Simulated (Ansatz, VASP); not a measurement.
Two plane-wave programs on Ti

```xyz
8
Lattice="6.0281 0.0000 0.0000 -2.7322 5.3733 0.0000 0.0000 0.0000 4.2078" Properties=species:S:1:pos:R:3 pbc="T T T"
Ti    0.0300    1.8303    1.0520
Ti    3.0440    1.8303    1.0520
Ti   -1.3361    4.5170    1.0520
Ti    1.6779    4.5170    1.0520
Ti    4.6320    0.8563    3.1559
Ti    1.6179    0.8563    3.1559
Ti    3.2659    3.5430    3.1559
Ti    0.2518    3.5430    3.1559
```

Change from the starting cell: band edges of the strained film's bulk.

Alike in both runs: task single point; functional LDA; k mesh 7 × 7 × 8; occupations gaussian, width 0.1 eV; no spin polarisation.

|  | VASP | Ansatz |
| --- | --- | --- |
| version | VASP 6.6.1 | Ansatz 0.2.0 |
| potentials or method | VASP PAW LDA potentials, release 64 (Ti_sv), cutoff 520 eV | scalar-relativistic, plane waves, PAW |
| valence electrons in the cell | 96 | 96 |

|  | VASP | Ansatz | Ansatz less VASP |
| --- | --- | --- | --- |
| gap on the k mesh at the Fermi level (eV) | none | none | - |
| pressure (GPa) | -6.3 | -6.1 | +0.12 |
| traceless stress, the component that is largest in VASP (GPa) | 6.10 | 6.13 | +0.027 |

LDA's correlation is that of Perdew and Zunger in VASP and of Perdew and Wang (1992) in Ansatz. A gap of «none» marks a metal or a gap that the smearing closes.
